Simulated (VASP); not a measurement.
Write the native input for VASP 6.6.1 that does the following.

```yaml
Task: single point
Functional: PBE
Potentials_or_basis: VASP PAW PBE potentials, release 64 (Cr_pv)
Cutoff: 520 eV
k_mesh: 24 × 24 × 24
Occupations: gaussian, width 0.15 eV
Spin: no spin polarisation
Dipole_correction: no
Further_INCAR_settings: ALGO = Fast; EDIFF = 1e-07; NBANDS = 12
```

The structure of Cr lies in POSCAR:

```
Cr
1.0
   -1.3265940000      1.3265940000      1.3265940000
    1.3265940000     -1.3265940000      1.3265940000
    1.3265940000      1.3265940000     -1.3265940000
Cr
1
Direct
    0.0000000000      0.0000000000      0.0000000000
```

This cell differs from its parent crystal: strain -0.080 along x and y, -0.080 along z.

One way to write it, as run:

INCAR

```
SYSTEM = Cr
  PREC = Accurate
  ENCUT = 520
  EDIFF = 1E-7
  ISMEAR = 0
  SIGMA = 0.15
  LREAL = .FALSE.
  LASPH = .TRUE.
  NELM = 60
  ALGO = Fast
  ISIF = 2
  LWAVE = .FALSE.
  LCHARG = .FALSE.
  GGA = PE
  NBANDS = 12
```

KPOINTS

```
Automatic mesh
0
G
  24 24 24
  0 0 0
```

Potentials or basis: VASP PAW PBE potentials, release 64 (Cr_pv).

Run with:

```bash
$ cat potpaw_PBE.64/Cr_pv/POTCAR > POTCAR
$ mpirun -np 1 vasp_std > vasp.out
```

Results of the run:

```
Pressure               : 85.3 GPa
Band gap on the k mesh : zero (band 6 reaches 17.60 eV, above the bottom of band 7 at 13.08 eV)
```

Caveat: the cell differs from its parent crystal (strain -0.080 along x and y, -0.080 along z); the run has no spin polarisation, though such a crystal can be magnetic.

It took 21 s on 1 thread of Intel(R) Xeon(R) 6975P-C (Granite Rapids) (shared host), peak memory 0.15 GiB.
